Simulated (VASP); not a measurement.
# Hf (Im-3m) in VASP: a series of runs, part 2 of 2

VASP 6.6.1.

## (3) Single point, PBEsol

This run uses another cell than the first one, of 21.27 Å³/atom, 0.998 times its volume.

INCAR

```
PREC = Accurate
ENCUT = 520
EDIFF = 1E-6
ISMEAR = 0
SIGMA = 0.05
LREAL = False
LASPH = True
NELM = 100
ALGO = Normal
ISIF = 2
LWAVE = False
LCHARG = False
GGA = PS
NBANDS = 11
```

KPOINTS

```
Automatic mesh
0
Gamma
  18 18 18
```

POSCAR

```
Hf
1.0
   -1.7453044217      1.7453044217      1.7453044217
    1.7453044217     -1.7453044217      1.7453044217
    1.7453044217      1.7453044217     -1.7453044217
Hf
1
Direct
    0.0000000000      0.0000000000      0.0000000000
```

Potentials or basis: VASP PAW PBE potentials, release 64 (Hf_pv).

Launch:

```console
cat potpaw_PBE.64/Hf_pv/POTCAR > POTCAR
mpirun -np 1 vasp_std > vasp.out
```

OUTCAR:

```text
PREC = Accurate
   ENCUT = 520
   EDIFF = 1E-6
   ISMEAR = 0
   LREAL = False
   LASPH = True
   NELM = 100
   ISIF = 2
   GGA = PS

 ion  position               nearest neighbor table
   1  0.000  0.000  0.000-

  LATTYP: Found a body centered cubic cell.
 ALAT       =     3.4906088434

  Lattice vectors:

 A1 = (  -1.7453044217,   1.7453044217,   1.7453044217)
 A2 = (   1.7453044217,  -1.7453044217,   1.7453044217)
 A3 = (   1.7453044217,   1.7453044217,  -1.7453044217)

Analysis of symmetry for initial positions (statically):
=====================================================================
 Subroutine PRICEL returns:
 Original cell was already a primitive cell.

 Routine SETGRP: Setting up the symmetry group for a
 body centered cubic supercell.

 Subroutine GETGRP returns: Found 48 space group operations
 (whereof 48 operations were pure point group operations)
 out of a pool of 48 trial point group operations.

The static configuration has the point symmetry O_h .

Analysis of symmetry for dynamics (positions and initial velocities):
=====================================================================
 Subroutine PRICEL returns:
 Original cell was already a primitive cell.

 Routine SETGRP: Setting up the symmetry group for a
 body centered cubic supercell.

 Subroutine GETGRP returns: Found 48 space group operations
 (whereof 48 operations were pure point group operations)
 out of a pool of 48 trial point group operations.

The dynamic configuration has the point symmetry O_h .

 Subroutine INISYM returns: Found 48 space group operations
 (whereof 48 operations are pure point group operations),
 and found     1 'primitive' translations

----------------------------------------------------------------------------------------

                                     Primitive cell

  volume of cell :      21.2654

  direct lattice vectors                    reciprocal lattice vectors
    -1.745304422  1.745304422  1.745304422     0.000000000  0.286482973  0.286482973
     1.745304422 -1.745304422  1.745304422     0.286482973  0.000000000  0.286482973
     1.745304422  1.745304422 -1.745304422     0.286482973  0.286482973  0.000000000

  length of vectors
     3.022955933  3.022955933  3.022955933     0.405148106  0.405148106  0.405148106

  position of ions in fractional coordinates (direct lattice)
     0.000000000  0.000000000  0.000000000

  ion indices of the primitive-cell ions
   primitive index   ion index
                 1           1

----------------------------------------------------------------------------------------

 KPOINTS: Automatic mesh

Automatic generation of k-mesh.
 Grid dimensions read from file:
 generate k-points for:   18   18   18

 Generating k-lattice:

  Cartesian coordinates                     Fractional coordinates (reciprocal lattice)
     0.000000000  0.015915721  0.015915721     0.055555556  0.000000000  0.000000000
     0.015915721  0.000000000  0.015915721     0.000000000  0.055555556  0.000000000
     0.015915721  0.015915721  0.000000000     0.000000000  0.000000000  0.055555556

  Length of vectors
     0.022508228  0.022508228  0.022508228

  Shift w.r.t. Gamma in fractional coordinates (k-lattice)
     0.000000000  0.000000000  0.000000000

 Subroutine IBZKPT returns following result:
 ===========================================

 Found    195 irreducible k-points:

 Following reciprocal coordinates:
            Coordinates               Weight
  0.000000  0.000000  0.000000      1.000000
  0.055556  0.000000  0.000000     12.000000
  0.111111  0.000000  0.000000     12.000000
  0.166667  0.000000  0.000000     12.000000
  0.222222  0.000000  0.000000     12.000000
  0.277778  0.000000  0.000000     12.000000
[... 16 lines left out ...]
  0.333333  0.111111  0.000000     48.000000
  0.388889  0.111111  0.000000     48.000000
 [... further k-points ...]
   k-points           NKPTS =    195   k-points in BZ     NKDIM =    195   number of bands    NBANDS=     11
   number of dos      NEDOS =    301   number of ions     NIONS =      1
   total plane-waves  NPLWV =  13824
   dimension x,y,z NGX =    24 NGY =   24 NGZ =   24
   dimension x,y,z NGXF=    48 NGYF=   48 NGZF=   48
   ions per type =               1
   NGX,Y,Z   is equivalent  to a cutoff of  13.20, 13.20, 13.20 a.u.
   NGXF,Y,Z  is equivalent  to a cutoff of  26.40, 26.40, 26.40 a.u.
 SYSTEM =  unknown system
   PREC   = accura    normal or accurate (medium, high low for compatibility)
   ISTART =      0    job   : 0-new  1-cont  2-samecut
   ICHARG =      2    charge: 1-file 2-atom 10-const
   ISPIN  =      1    spin polarized calculation?
   LNONCOLLINEAR =      F non collinear calculations
   LSORBIT =      F    spin-orbit coupling
   LASPH  =      T    aspherical Exc in radial PAW
   ENCUT  =  520.0 eV  38.22 Ry    6.18 a.u.   5.62  5.62  5.62*2*pi/ulx,y,z
   NELM   =    100;   NELMIN=  2; NELMDL= -5     # of ELM steps
   EDIFF  = 0.1E-05   stopping-criterion for ELM
   LREAL  =      F    real-space projection
   EDIFFG = 0.1E-04   stopping-criterion for IOM
   NSW    =      0    number of steps for IOM
   IBRION =     -1    ionic relax: 0-MD 1-quasi-New 2-CG
   NFREE  =      0    steps in history (QN), initial steepest desc. (CG)
   ISIF   =      2    stress and relaxation
   ISYM   =      2    0-nonsym 1-usesym 2-fastsym
   POTIM  = 0.5000    time-step for ionic-motion
   TEBEG  =    0.0;   TEEND  =   0.0 temperature during run
   PSTRESS=    0.0 pullay stress
   NELECT =      10.0000    total number of electrons
   NUPDOWN=      -1.0000    fix difference up-down
   EMIN   =  10.00;   EMAX   =-10.00  energy-range for DOS
   EFERMI =   0.00;   METHOD = LEGACY
   ISMEAR =     0;   SIGMA  =   0.05  broadening in eV -4-tet -1-fermi 0-gaus
   EFERMI_NEDOS =   21; number of points for ismear=-14 and -15
   IALGO  =     38    algorithm
   IMIX   =      4    mixing-type and parameters
     AMIX     =   0.40;   BMIX     =  1.00
     AMIX_MAG =   1.60;   BMIX_MAG =  1.00
  volume/ion in A,a.u.               =      21.27       143.51
  Fermi-wavevector in a.u.,A,eV,Ry     =   1.273064  2.405743 22.050860  1.620693
  Thomas-Fermi vector in A             =   2.405908
   LORBIT       =      0    0 simple, 1 ext, 2 COOP (PROOUT), +10 PAW based schemes
   GGA     = PS    functional components
   LHFCALC =     F    Hartree Fock is set to
   AEXX    =    0.0000 exact exchange contribution
   IVDW    =     0    specifies the selected vdW correction
   LEPSILON=     F    determine dielectric tensor
   LRPA    =     F    only Hartree local field effects (RPA)
 non-spin polarized calculation
 Gauss-broadening in eV      SIGMA  =   0.05
  energy-cutoff  :      520.00
  volume of cell :       21.27
 maximum number of plane-waves:       603
   NGX = 11   NGY = 11   NGZ = 11

 number of electron      10.0000000 magnetization

 number of electron       9.9999998 magnetization

 Free energy of the ion-electron system (eV)
  ---------------------------------------------------
  ext. energy  EPLUGINS =         0.00000000
  ---------------------------------------------------
  free energy    TOTEN  =       -10.33459972 eV

  energy without entropy =      -10.33185499  energy(sigma->0) =      -10.33322735

 E-fermi :   4.7610     XC(G=0): -11.6242

 val. band max:        4.7533689507   @ k =   0.3333   0.1667   0.1667
 cond. band min:       4.7664429046   @ k =   0.2778   0.2222   0.0000
 fundamental gap:      0.0130739539
 Fermi energy:         4.7610406323

 k-point     1 :       0.0000    0.0000    0.0000
  band No.  band energies     occupation
      1     -24.8210      2.00000
      2     -24.8210      2.00000
      3     -24.8210      2.00000
      4      -2.4456      2.00000
      5       6.3084      0.00000
      6       6.3084      0.00000
      7       6.3084      0.00000
      8       9.2526      0.00000
      9       9.2526      0.00000
     10      18.3254      0.00000
     11      18.3254      0.00000

 k-point     2 :       0.0556    0.0000    0.0000
  band No.  band energies     occupation
      1     -24.8529      2.00000
      2     -24.8308      2.00000
      3     -24.8212      2.00000
      4      -2.3235      2.00000
      5       6.2208      0.00000
      6       6.2768      0.00000
      7       6.4288      0.00000
      8       9.1037      0.00000
      9       9.2501      0.00000
     10      18.2204      0.00000
     11      18.4466      0.00000
[... 295 lines left out ...]
 k-point    24 :       0.3889    0.1111    0.0000
  band No.  band energies     occupation
      1     -25.7354      2.00000
      2     -25.1612      2.00000
      3     -24.8696      2.00000
      4       1.5410      2.00000
      5       4.2380      2.00000
      6       5.4410      0.00000
      7       8.9642      0.00000
      8      10.2180      0.00000
      9      12.7706      0.00000
     10      15.3108      0.00000
     11      16.5370      0.00000

 [... further k-points ...]
[... 5 lines left out ...]
  --------------------------------------------------------------------------------------
  -------------------------------------------------------------------------------------
  Total       -0.0351482     -0.0351482     -0.0351482      0.0000000     -0.0000000      0.0000000
  in kB       -2.6481371     -2.6481371     -2.6481371      0.0000000     -0.0000000      0.0000000
  external PRESSURE =      -2.6481371 kB  Pullay stress =       0.0000000 kB

 VOLUME and BASIS-vectors are now :
 -----------------------------------------------------------------------------
  energy-cutoff  :      520.00
  volume of cell :       21.27
      direct lattice vectors                 reciprocal lattice vectors
    -1.745304422  1.745304422  1.745304422     0.000000000  0.286482973  0.286482973
     1.745304422 -1.745304422  1.745304422     0.286482973  0.000000000  0.286482973
     1.745304422  1.745304422 -1.745304422     0.286482973  0.286482973  0.000000000

 POSITION                                       TOTAL-FORCE (eV/Angst)
 -----------------------------------------------------------------------------------
      0.00000      0.00000      0.00000        -0.000000      0.000000     -0.000000
 -----------------------------------------------------------------------------------
    total drift:                                0.000000      0.000000      0.000000

  FREE ENERGIE OF THE ION-ELECTRON SYSTEM (eV)
  ---------------------------------------------------
  free  energy   TOTEN  =       -10.3345997165 eV

  energy  without entropy=      -10.3318549873  energy(sigma->0) =      -10.33322735
```

Wall time 16 s (1 thread of Intel Xeon 6975P-C (Granite Rapids), shared host); peak memory 0.17 GiB.

What came out:

| Item | Value |
| --- | --- |
| Free energy | -10.3346 eV |
| Pressure | -0.3 GPa |
| Band gap on the k mesh | zero (band 5 reaches 6.31 eV, above the bottom of band 6 at 4.07 eV) |

Caveat: the PAW data sets were made with another functional, which shifts forces and pressure a little; spin-orbit coupling is left out, which moves the levels of the heavy elements.

## (4) Single point, PBEsol

This run uses another cell than the first one, of 22.11 Å³/atom, 1.037 times its volume.

INCAR: that of step 3 with these lines changed.

```diff
@@ -7,3 +7,3 @@
 LASPH = True
-NELM = 100
+NELM = 60
 ALGO = Normal
```

KPOINTS is that of step 3.

POSCAR

```
Hf
1.0
   -1.7680102936      1.7680102936      1.7680102936
    1.7680102936     -1.7680102936      1.7680102936
    1.7680102936      1.7680102936     -1.7680102936
Hf
1
Direct
    0.0000000000      0.0000000000      0.0000000000
```

Launch:

```console
cat potpaw_PBE.64/Hf_pv/POTCAR > POTCAR
mpirun -np 1 vasp_std > vasp.out
```

Wall time 19 s (1 thread of Intel Xeon 6975P-C (Granite Rapids), shared host); peak memory 0.16 GiB.

The run converged. Its results:

* Free energy: -10.3231 eV
* Pressure: -4.1 GPa
* Band gap on the k mesh: zero (band 5 reaches 6.01 eV, above the bottom of band 6 at 3.78 eV)

Levels at points of the mesh, in eV from the Fermi level:
| k point | band 2 | band 3 | band 4 | band 5 | band 6 | band 7 | band 8 | band 9 |
| --- | --- | --- | --- | --- | --- | --- | --- | --- |
| (0.00, 0.00, 0.00) | -29.74 | -29.74 | -7.08 | 1.52 | 1.52 | 1.52 | 4.35 | 4.35 |
| (0.50, 0.00, 0.00) | -30.02 | -29.74 | -3.42 | -0.53 | 1.13 | 4.17 | 5.19 | 7.72 |
| (0.50, 0.50, 0.50) | -30.34 | -30.34 | -2.62 | -2.62 | 6.87 | 6.87 | 6.87 | 7.32 |

Caveat: the PAW data sets were made with another functional, which shifts forces and pressure a little; spin-orbit coupling is left out, which moves the levels of the heavy elements.

## (5) Single point, PBEsol

This run uses another cell than the first one, of 23.52 Å³/atom, 1.103 times its volume.

INCAR

```
SYSTEM = Hf
PREC = Accurate
ENCUT = 520
EDIFF = 1E-7
ISMEAR = 0
SIGMA = 0.05
LREAL = .False.
LASPH = .True.
NELM = 60
ALGO = Fast
ISIF = 2
LWAVE = .False.
LCHARG = .False.
GGA = PS
NBANDS = 11
```

KPOINTS

```
regular mesh
0
Gamma
  18 18 18
  0 0 0
```

POSCAR

```
Hf
1.0
   -1.8050000000      1.8050000000      1.8050000000
    1.8050000000     -1.8050000000      1.8050000000
    1.8050000000      1.8050000000     -1.8050000000
Hf
1
Direct
    0.0000000000      0.0000000000      0.0000000000
```

Launch:

```console
cat potpaw_PBE.64/Hf_pv/POTCAR > POTCAR
mpirun -np 1 vasp_std > vasp.out
```

It took 27 s on 1 thread of Intel Xeon 6975P-C (Granite Rapids), shared host; peak memory 0.17 GiB.

Results (log left out):

| Quantity | Value |
| --- | --- |
| Free energy | -10.2628 eV |
| Pressure | -9.3 GPa |
| Band gap on the k mesh | zero (band 5 reaches 5.55 eV, above the bottom of band 6 at 3.38 eV) |

Levels at points of the mesh, in eV from the Fermi level:
| k point | band 1 | band 2 | band 3 | band 4 | band 5 | band 6 | band 7 | band 8 | band 9 | band 10 |
| --- | --- | --- | --- | --- | --- | --- | --- | --- | --- | --- |
| (0.00, 0.00, 0.00) | -29.99 | -29.99 | -29.99 | -6.88 | 1.46 | 1.46 | 1.46 | 4.11 | 4.11 | 13.08 |
| (0.50, 0.00, 0.00) | -30.68 | -30.21 | -29.99 | -3.24 | -0.43 | 0.91 | 3.91 | 4.86 | 7.17 | 9.48 |
| (0.50, 0.50, 0.50) | -30.48 | -30.48 | -30.48 | -2.36 | -2.36 | 6.40 | 6.40 | 6.40 | 6.83 | 6.83 |

Caveat: the PAW data sets were made with another functional, which shifts forces and pressure a little; spin-orbit coupling is left out, which moves the levels of the heavy elements.

## (6) The runs side by side

```tsv
cell	gap on the mesh (eV)	pressure (GPa)
a = 3.025 Å, angles 109.5°, 1 atom	none	-0.5
a = 3.023 Å, angles 109.5°, 1 atom	none	-0.3
a = 3.062 Å, angles 109.5°, 1 atom	none	-4.1
a = 3.126 Å, angles 109.5°, 1 atom	none	-9.3
```

Alike in all rows: task single point; level PBEsol; potentials or basis VASP PAW PBE potentials, release 64 (Hf_pv); no spin polarisation; k mesh 18 × 18 × 18; cutoff (eV) 520; smearing gaussian 0.05 eV.

Caveats: the PAW data sets were made with another functional, which shifts forces and pressure a little; spin-orbit coupling is left out, which moves the levels of the heavy elements.

Absolute energies hang on the potentials; compare differences alone.
